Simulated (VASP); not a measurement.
A run of VASP 6.6.1 is set up as follows.

Contents of INCAR:

```
ALGO = Fast
EDIFF = 1E-7
ENCUT = 520
GGA = PS
ISIF = 2
ISMEAR = 0
LASPH = T
LCHARG = F
LREAL = F
LWAVE = F
NBANDS = 19
NELM = 100
PREC = Accurate
SIGMA = 0.15
```

KPOINTS

```
k-points
0
Gamma
  24 24 10
```

The input POSCAR:

```
Zn
1.0
    2.6248260824      0.0000000000      0.0000000000
   -1.3124130412      2.2731660679      0.0000000000
    0.0000000000      0.0000000000      5.0951010000
Zn
2
Direct
    0.3333333333      0.6666666667      0.2500000000
    0.6666666667      0.3333333333      0.7500000000
```

Potentials or basis: VASP PAW PBE potentials, release 64 (Zn).

Launch:

```sh
$ cat potpaw_PBE.64/Zn/POTCAR > POTCAR
$ mpirun -np 1 vasp_std > vasp.out
```

(1) Estimate the band gap on the k mesh.

(2) Estimate the pressure.

Answers

(1) zero (bands 12 and 13 overlap by 5.06 eV).

(2) -4.0 GPa.

Caveat: the cell differs from its parent crystal (strain -0.015 along x and y, +0.030 along z); the cell stands under tension; the PAW data sets were made with another functional, which shifts forces and pressure a little.
